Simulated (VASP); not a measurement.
# Pd (Fm-3m) in VASP: a series of runs, part 2 of 2

VASP 6.6.1. Earlier steps stand in the parts before.

### 3 Single point, PBEsol (strain +0.040 along x and y, +0.040 along z)

INCAR reads:

```
SYSTEM = Pd
  PREC = Accurate
  ENCUT = 520
  EDIFF = 1E-7
  ISMEAR = 0
  SIGMA = 0.15
  LREAL = .FALSE.
  LASPH = .TRUE.
  NELM = 80
  ALGO = Normal
  ISIF = 2
  LWAVE = .FALSE.
  LCHARG = .FALSE.
  GGA = PS
  NBANDS = 11
```

KPOINTS reads:

```
Automatic mesh
0
G
  20 20 20
  0 0 0
```

POSCAR reads:

```
Pd
1.0
    0.0000000000      2.0226960000      2.0226960000
    2.0226960000      0.0000000000      2.0226960000
    2.0226960000      2.0226960000      0.0000000000
Pd
1
Direct
    0.0000000000      0.0000000000      0.0000000000
```

Potentials or basis: VASP PAW PBE potentials, release 64 (Pd).

Launch:

```sh
$ cat potpaw_PBE.64/Pd/POTCAR > POTCAR
$ mpirun -np 1 vasp_std > vasp.out
```

OUTCAR:

```text
SYSTEM = Pd
   PREC = Accurate
   ENCUT = 520
   EDIFF = 1E-7
   ISMEAR = 0
   LREAL = .FALSE.
   LASPH = .TRUE.
   NELM = 80
   ISIF = 2
   GGA = PS

 ion  position               nearest neighbor table
   1  0.000  0.000  0.000-

  LATTYP: Found a face centered cubic cell.
 ALAT       =     4.0453920000

  Lattice vectors:

 A1 = (   0.0000000000,   2.0226960000,   2.0226960000)
 A2 = (   2.0226960000,   0.0000000000,   2.0226960000)
 A3 = (   2.0226960000,   2.0226960000,   0.0000000000)

Analysis of symmetry for initial positions (statically):
=====================================================================
 Subroutine PRICEL returns:
 Original cell was already a primitive cell.

 Routine SETGRP: Setting up the symmetry group for a
 face centered cubic supercell.

 Subroutine GETGRP returns: Found 48 space group operations
 (whereof 48 operations were pure point group operations)
 out of a pool of 48 trial point group operations.

The static configuration has the point symmetry O_h .

Analysis of symmetry for dynamics (positions and initial velocities):
=====================================================================
 Subroutine PRICEL returns:
 Original cell was already a primitive cell.

 Routine SETGRP: Setting up the symmetry group for a
 face centered cubic supercell.

 Subroutine GETGRP returns: Found 48 space group operations
 (whereof 48 operations were pure point group operations)
 out of a pool of 48 trial point group operations.

The dynamic configuration has the point symmetry O_h .

 Subroutine INISYM returns: Found 48 space group operations
 (whereof 48 operations are pure point group operations),
 and found     1 'primitive' translations

----------------------------------------------------------------------------------------

                                     Primitive cell

  volume of cell :      16.5509

  direct lattice vectors                    reciprocal lattice vectors
     0.000000000  2.022696000  2.022696000    -0.247194833  0.247194833  0.247194833
     2.022696000  0.000000000  2.022696000     0.247194833 -0.247194833  0.247194833
     2.022696000  2.022696000  0.000000000     0.247194833  0.247194833 -0.247194833

  length of vectors
     2.860524116  2.860524116  2.860524116     0.428154010  0.428154010  0.428154010

  position of ions in fractional coordinates (direct lattice)
     0.000000000  0.000000000  0.000000000

  ion indices of the primitive-cell ions
   primitive index   ion index
                 1           1

----------------------------------------------------------------------------------------

 KPOINTS: Automatic mesh

Automatic generation of k-mesh.
 Grid dimensions read from file:
 generate k-points for:   20   20   20

 Generating k-lattice:

  Cartesian coordinates                     Fractional coordinates (reciprocal lattice)
    -0.012359742  0.012359742  0.012359742     0.050000000  0.000000000  0.000000000
     0.012359742 -0.012359742  0.012359742     0.000000000  0.050000000  0.000000000
     0.012359742  0.012359742 -0.012359742     0.000000000  0.000000000  0.050000000

  Length of vectors
     0.021407701  0.021407701  0.021407701

  Shift w.r.t. Gamma in fractional coordinates (k-lattice)
     0.000000000  0.000000000  0.000000000

 Subroutine IBZKPT returns following result:
 ===========================================

 Found    256 irreducible k-points:

 Following reciprocal coordinates:
            Coordinates               Weight
  0.000000  0.000000  0.000000      1.000000
  0.050000  0.000000  0.000000      8.000000
  0.100000  0.000000  0.000000      8.000000
  0.150000  0.000000  0.000000      8.000000
  0.200000  0.000000  0.000000      8.000000
  0.250000  0.000000  0.000000      8.000000
[... 16 lines left out ...]
 -0.400000  0.050000  0.000000     24.000000
 -0.350000  0.050000  0.000000     24.000000
 [... further k-points ...]
   k-points           NKPTS =    256   k-points in BZ     NKDIM =    256   number of bands    NBANDS=     11
   number of dos      NEDOS =    301   number of ions     NIONS =      1
   total plane-waves  NPLWV =  13824
   dimension x,y,z NGX =    24 NGY =   24 NGZ =   24
   dimension x,y,z NGXF=    48 NGYF=   48 NGZF=   48
   ions per type =               1
   NGX,Y,Z   is equivalent  to a cutoff of  13.95, 13.95, 13.95 a.u.
   NGXF,Y,Z  is equivalent  to a cutoff of  27.90, 27.90, 27.90 a.u.
 SYSTEM =  Pd
   PREC   = accura    normal or accurate (medium, high low for compatibility)
   ISTART =      0    job   : 0-new  1-cont  2-samecut
   ICHARG =      2    charge: 1-file 2-atom 10-const
   ISPIN  =      1    spin polarized calculation?
   LNONCOLLINEAR =      F non collinear calculations
   LSORBIT =      F    spin-orbit coupling
   LASPH  =      T    aspherical Exc in radial PAW
   ENCUT  =  520.0 eV  38.22 Ry    6.18 a.u.   5.32  5.32  5.32*2*pi/ulx,y,z
   NELM   =     80;   NELMIN=  2; NELMDL= -5     # of ELM steps
   EDIFF  = 0.1E-06   stopping-criterion for ELM
   LREAL  =      F    real-space projection
   EDIFFG = 0.1E-05   stopping-criterion for IOM
   NSW    =      0    number of steps for IOM
   IBRION =     -1    ionic relax: 0-MD 1-quasi-New 2-CG
   NFREE  =      0    steps in history (QN), initial steepest desc. (CG)
   ISIF   =      2    stress and relaxation
   ISYM   =      2    0-nonsym 1-usesym 2-fastsym
   POTIM  = 0.5000    time-step for ionic-motion
   TEBEG  =    0.0;   TEEND  =   0.0 temperature during run
   PSTRESS=    0.0 pullay stress
   NELECT =      10.0000    total number of electrons
   NUPDOWN=      -1.0000    fix difference up-down
   EMIN   =  10.00;   EMAX   =-10.00  energy-range for DOS
   EFERMI =   0.00;   METHOD = LEGACY
   ISMEAR =     0;   SIGMA  =   0.15  broadening in eV -4-tet -1-fermi 0-gaus
   EFERMI_NEDOS =   21; number of points for ismear=-14 and -15
   IALGO  =     38    algorithm
   IMIX   =      4    mixing-type and parameters
     AMIX     =   0.40;   BMIX     =  1.00
     AMIX_MAG =   1.60;   BMIX_MAG =  1.00
  volume/ion in A,a.u.               =      16.55       111.69
  Fermi-wavevector in a.u.,A,eV,Ry     =   1.383994  2.615369 26.061136  1.915439
  Thomas-Fermi vector in A             =   2.508540
   LORBIT       =      0    0 simple, 1 ext, 2 COOP (PROOUT), +10 PAW based schemes
   GGA     = PS    functional components
   LHFCALC =     F    Hartree Fock is set to
   AEXX    =    0.0000 exact exchange contribution
   IVDW    =     0    specifies the selected vdW correction
   LEPSILON=     F    determine dielectric tensor
   LRPA    =     F    only Hartree local field effects (RPA)
 non-spin polarized calculation
 Gauss-broadening in eV      SIGMA  =   0.15
  energy-cutoff  :      520.00
  volume of cell :       16.55
 maximum number of plane-waves:       460
 NGX is ok and might be reduce to    24
   NGX = 11   NGY = 11   NGZ = 11

 number of electron      10.0000000 magnetization

 Free energy of the ion-electron system (eV)
  ---------------------------------------------------
  ext. energy  EPLUGINS =         0.00000000
  ---------------------------------------------------
  free energy    TOTEN  =        -5.83921972 eV

  energy without entropy =       -5.80757516  energy(sigma->0) =       -5.82339744

 E-fermi :   7.7924     XC(G=0): -12.6768

 val. band max:        7.7917878726   @ k =   0.5000   0.1500   0.0000
 cond. band min:       7.7943912792   @ k =  -0.3000   0.4000   0.1500
 fundamental gap:      0.0026034066
 Fermi energy:         7.7923740710

 k-point     1 :       0.0000    0.0000    0.0000
  band No.  band energies     occupation
      1       1.4157      2.00000
      2       5.4200      2.00000
      3       5.4200      2.00000
      4       5.4200      2.00000
      5       6.7709      2.00000
      6       6.7709      2.00000
      7      24.8030      0.00000
      8      28.9217      0.00000
      9      28.9217      0.00000
     10      28.9217      0.00000
     11      33.6673      0.00000

 k-point     2 :       0.0500    0.0000    0.0000
  band No.  band energies     occupation
      1       1.4982      2.00000
      2       5.3934      2.00000
      3       5.4471      2.00000
      4       5.4471      2.00000
      5       6.7586      2.00000
      6       6.7586      2.00000
      7      24.8707      0.00000
      8      28.2879      0.00000
      9      28.9968      0.00000
     10      28.9968      0.00000
     11      34.0334      0.00000
[... 295 lines left out ...]
 k-point    24 :      -0.3500    0.0500    0.0000
  band No.  band energies     occupation
      1       3.4044      2.00000
      2       5.4849      2.00000
      3       5.5400      2.00000
      4       6.6526      2.00000
      5       7.3017      2.00000
      6       7.9137      0.25286
      7      17.1420      0.00000
      8      24.6437      0.00000
      9      27.5107      0.00000
     10      29.1362      0.00000
     11      32.7998      0.00000

 [... further k-points ...]
[... 5 lines left out ...]
  --------------------------------------------------------------------------------------
  -------------------------------------------------------------------------------------
  Total       -1.9166219     -1.9166219     -1.9166219      0.0000000      0.0000000      0.0000000
  in kB     -185.5347172   -185.5347172   -185.5347172      0.0000000      0.0000000      0.0000000
  external PRESSURE =    -185.5347172 kB  Pullay stress =       0.0000000 kB

 VOLUME and BASIS-vectors are now :
 -----------------------------------------------------------------------------
  energy-cutoff  :      520.00
  volume of cell :       16.55
      direct lattice vectors                 reciprocal lattice vectors
     0.000000000  2.022696000  2.022696000    -0.247194833  0.247194833  0.247194833
     2.022696000  0.000000000  2.022696000     0.247194833 -0.247194833  0.247194833
     2.022696000  2.022696000  0.000000000     0.247194833  0.247194833 -0.247194833

 POSITION                                       TOTAL-FORCE (eV/Angst)
 -----------------------------------------------------------------------------------
      0.00000      0.00000      0.00000         0.000000      0.000000      0.000000
 -----------------------------------------------------------------------------------
    total drift:                               -0.000000      0.000000     -0.000000

  FREE ENERGIE OF THE ION-ELECTRON SYSTEM (eV)
  ---------------------------------------------------
  free  energy   TOTEN  =        -5.8392197240 eV

  energy  without entropy=       -5.8075751569  energy(sigma->0) =       -5.82339744
```

Wall time 35 s (1 thread of Intel Xeon 8259CL, shared host); peak memory 0.17 GiB.

Results:

* Free energy: -5.8392 eV
* Pressure: -18.6 GPa
* Band gap on the k mesh: zero (bands 5 and 6 overlap by 1.30 eV)

Caveat: the cell differs from its parent crystal (strain +0.040 along x and y, +0.040 along z); the cell stands under tension; the PAW data sets were made with another functional, which shifts forces and pressure a little.

### 4 Single point, PBEsol (strain +0.080 along x and y, +0.080 along z)

INCAR reads:

```
ALGO     = Normal         # electronic algorithm
EDIFF    = 1E-7           # SCF threshold, eV
ENCUT    = 520            # plane-wave cutoff, eV
GGA      = PS             # functional
ISIF     = 2              # what is computed and relaxed
ISMEAR   = 0              # smearing method
LASPH    = T              # aspherical terms in the spheres
LCHARG   = F              # write CHGCAR
LREAL    = F              # projectors in reciprocal space
LWAVE    = F              # write WAVECAR
NBANDS   = 11             # bands
NELM     = 60             # most SCF steps
PREC     = Accurate       # precision mode
SIGMA    = 0.15           # smearing width, eV
```

KPOINTS reads:

```
k-points
0
Gamma
  20 20 20
```

POSCAR reads:

```
Pd
1.0
    0.0000000000      2.1004920000      2.1004920000
    2.1004920000      0.0000000000      2.1004920000
    2.1004920000      2.1004920000      0.0000000000
Pd
1
Direct
    0.0000000000      0.0000000000      0.0000000000
```

Launch:

```sh
$ cat potpaw_PBE.64/Pd/POTCAR > POTCAR
$ mpirun -np 1 vasp_std > vasp.out
```

Wall time 42 s (1 thread of Intel Xeon 8259CL, shared host); peak memory 0.18 GiB.

The run converged. Its results:

```yaml
Free_energy: -5.5616 eV
Pressure: -25.2 GPa
Band_gap_on_the_k_mesh: zero (bands 5 and 6 overlap by 1.07 eV)
```

Levels at points of the mesh, in eV from the Fermi level:
| k point | band 1 | band 2 | band 3 | band 4 | band 5 | band 6 | band 7 | band 8 | band 9 | band 10 |
| --- | --- | --- | --- | --- | --- | --- | --- | --- | --- | --- |
| (0.00, 0.00, 0.00) | -5.62 | -1.98 | -1.98 | -1.98 | -0.86 | -0.86 | 16.77 | 20.27 | 20.27 | 20.27 |
| (0.50, 0.00, 0.00) | -3.80 | -2.00 | -2.00 | -0.04 | -0.04 | 1.40 | 5.67 | 16.08 | 18.70 | 18.70 |
| (0.50, 0.50, 0.00) | -3.76 | -3.57 | -0.05 | 0.17 | 0.17 | 3.30 | 8.58 | 11.87 | 11.87 | 18.33 |

Caveat: the cell differs from its parent crystal (strain +0.080 along x and y, +0.080 along z); the cell stands under tension; the PAW data sets were made with another functional, which shifts forces and pressure a little.

### 5 Overview

| cell | gap on the mesh (eV) | pressure (GPa) |
| --- | --- | --- |
| a = 2.640 Å, angles 60.0°, 1 atom | none | 30.2 |
| a = 2.861 Å, angles 60.0°, 1 atom | none | -18.6 |
| a = 2.971 Å, angles 60.0°, 1 atom | none | -25.2 |

Alike in all rows: task single point; level PBEsol; potentials or basis VASP PAW PBE potentials, release 64 (Pd); no spin polarisation; k mesh 20 × 20 × 20; cutoff (eV) 520; smearing gaussian 0.15 eV.

Caveats: the PAW data sets were made with another functional, which shifts forces and pressure a little; the cell stands under tension (at least some runs); the cell stands under pressure (at least some runs).

Absolute energies hang on the potentials; compare differences alone.
